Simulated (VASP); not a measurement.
Here is a VASP 6.6.1 calculation.

File INCAR:

```
SYSTEM = HBr
PREC = Accurate
ENCUT = 520
EDIFF = 1E-6
ISMEAR = 0
SIGMA = 0.01
LREAL = .FALSE.
LASPH = .TRUE.
NELM = 80
ALGO = Normal
ISIF = 2
LWAVE = .FALSE.
LCHARG = .FALSE.
GGA = CA
NBANDS = 11
```

KPOINTS

```
regular mesh
0
G
  10 10 10
  0 0 0
```

POSCAR

```
HBr
1.0
    0.0000000000      3.4924892734      3.4924974563
    1.6666317212      0.0000000000      3.4924974563
    1.6666317212      3.4924892734      0.0000000000
H Br
1 1
Direct
    0.0000000000      0.0000000000      0.0000000000
    0.5000000000      0.5000000000      0.5000000000
```

Potentials or basis: VASP PAW LDA potentials, release 64 (H, Br).

Command:

```sh
$ cat potpaw_LDA.64/H/POTCAR potpaw_LDA.64/Br/POTCAR > POTCAR
$ mpirun -np 1 vasp_std > vasp.out
```

(1) Estimate the pressure.

(2) What does it give for the band gap on the k mesh?

## Answers

(1) -0.1 GPa.

(2) 0.98 eV (least direct gap 1.32 eV).
